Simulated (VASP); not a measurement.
Wanted: the native input for a VASP 6.6.1 run.

| Property | Result |
| --- | --- |
| Task | single point |
| Functional | PBE |
| Potentials or basis | VASP PAW PBE potentials, release 64 (Zr_sv) |
| Cutoff | 520 eV |
| k mesh | 14 × 14 × 14 |
| Occupations | fermi-dirac, width 0.1 eV |
| Spin | no spin polarisation |
| Dipole correction | no |
| Further INCAR settings | ALGO = Normal; EDIFF = 1e-06; NBANDS = 12 |

The structure of Zr lies in POSCAR:

```
Zr
1.0
    2.1486533183      0.0000000000      0.0000000000
    0.0000000000      2.1486533183      0.0000000000
    0.0000000000      0.0000000000      2.1486533183
Zr
1
Direct
    0.0000000000      0.0000000000      0.0000000000
```

This cell differs from its parent crystal: volume scaled by 0.4.

The input as run:

INCAR

```
PREC     = Accurate       # precision mode
ENCUT    = 520            # plane-wave cutoff, eV
EDIFF    = 1E-6           # SCF threshold, eV
ISMEAR   = -1             # smearing method
SIGMA    = 0.1            # smearing width, eV
LREAL    = False          # projectors in reciprocal space
LASPH    = True           # aspherical terms in the spheres
NELM     = 80             # most SCF steps
ALGO     = Normal         # electronic algorithm
ISIF     = 2              # what is computed and relaxed
LWAVE    = False          # write WAVECAR
LCHARG   = True           # write CHGCAR
GGA      = PE             # functional
LELF     = True           # ELF
LVHAR    = True         
NBANDS   = 12             # bands
```

KPOINTS

```
Automatic mesh
0
Gamma
  14 14 14
```

Potentials or basis: VASP PAW PBE potentials, release 64 (Zr_sv).

Run with:

```console
$ cat potpaw_PBE.64/Zr_sv/POTCAR > POTCAR
$ mpirun -np 1 vasp_std > vasp.out
```

It gave:

- Pressure: 390.4 GPa
- Band gap on the k mesh: zero (band 6 reaches 24.05 eV, above the bottom of band 7 at 15.22 eV)

Wall time 3.3 s on 1 thread of Intel(R) Xeon(R) 6975P-C (Granite Rapids) (shared host), peak memory 0.12 GiB.
